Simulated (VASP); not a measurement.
# AgBr: single point with PBE

AgBr:

```xyz
2
Lattice="0.0000 2.8921 2.8921 2.8921 0.0000 2.8921 2.8921 2.8921 0.0000" Properties=species:S:1:pos:R:3 pbc="T T T"
Ag    0.0000    0.0000    0.0000
Br    2.8921    2.8921    2.8921
```

```json
{"Program": "VASP 6.6.1", "Task": "single point", "Functional": "PBE", "Potentials or basis": "VASP PAW PBE potentials, release 64 (Ag, Br)", "Cutoff": "500 eV", "k mesh": "8 × 8 × 8", "Occupations": "gaussian, width 0.02 eV", "Spin": "no spin polarisation", "Dipole correction": "no", "Further INCAR settings": "ALGO = Normal; EDIFF = 1e-06; NBANDS = 16"}
```

| Item | Value |
| --- | --- |
| Pressure | 1.2 GPa |
| Band gap on the k mesh | 0.68 eV (least direct gap 2.53 eV) |

Levels at points of the mesh, in eV from the valence-band top:
| k point | band 5 | band 6 | band 7 | band 8 | band 9 | band 10 | band 11 | band 12 | band 13 | band 14 |
| --- | --- | --- | --- | --- | --- | --- | --- | --- | --- | --- |
| (0.00, 0.00, 0.00) | -2.70 | -2.70 | -1.85 | -1.85 | -1.85 | 0.68 | 9.92 | 9.92 | 9.92 | 11.19 |
| (0.50, 0.00, 0.00) | -2.41 | -2.41 | -2.08 | 0.00 | 0.00 | 3.80 | 6.46 | 6.81 | 6.81 | 12.20 |
| (0.50, 0.50, 0.00) | -2.72 | -2.55 | -2.31 | -2.31 | -2.23 | 1.65 | 7.10 | 8.97 | 10.93 | 10.93 |

Wall time 35 s on 1 thread of AMD EPYC 7R13, on a shared host, peak memory 0.15 GiB.

A k mesh can miss the band edges. PBE gaps usually lie below the measured ones, often by a third to a half.
